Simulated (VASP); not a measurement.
Set up this calculation in VASP 6.6.1, as the native input.

| Property | Result |
| --- | --- |
| Task | single point |
| Functional | PBE |
| Potentials or basis | VASP PAW PBE potentials, release 64 (K_sv, Br) |
| Cutoff | 520 eV |
| k mesh | 6 × 6 × 6 |
| Occupations | gaussian, width 0.05 eV |
| Spin | no spin polarisation |
| Dipole correction | no |
| Further INCAR settings | ALGO = Normal; EDIFF = 1e-07; NBANDS = 15 |

The structure of KBr lies in POSCAR:

```
KBr
1.0
    0.0000000000      3.2101875000      3.1278750000
    3.2101875000      0.0000000000      3.1278750000
    3.2101875000      3.2101875000      0.0000000000
K Br
1 1
Direct
    0.0000000000      0.0000000000      0.0000000000
    0.5000000000      0.5000000000      0.5000000000
```

This cell differs from its parent crystal: strain -0.025 along x and y, -0.050 along z.

One way to write it, as run:

INCAR

```
ALGO = Normal
EDIFF = 1E-7
ENCUT = 520
GGA = PE
ISIF = 2
ISMEAR = 0
LASPH = T
LCHARG = F
LREAL = F
LWAVE = F
NBANDS = 15
NELM = 60
PREC = Accurate
SIGMA = 0.05
```

KPOINTS

```
k-points
0
Gamma
  6 6 6
```

Potentials or basis: VASP PAW PBE potentials, release 64 (K_sv, Br).

The run is started by

```sh
$ cat potpaw_PBE.64/K_sv/POTCAR potpaw_PBE.64/Br/POTCAR > POTCAR
$ mpirun -np 1 vasp_std > vasp.out
```

It gave:

The pressure is 3.2 GPa. The band gap on the k mesh is 4.72 eV, direct.

Caveat: the cell differs from its parent crystal (strain -0.025 along x and y, -0.050 along z).

Wall time 36 s on 1 thread of AMD EPYC 7R43 64-Core Processor (Zen 3), with other jobs on the host, peak memory 0.17 GiB.
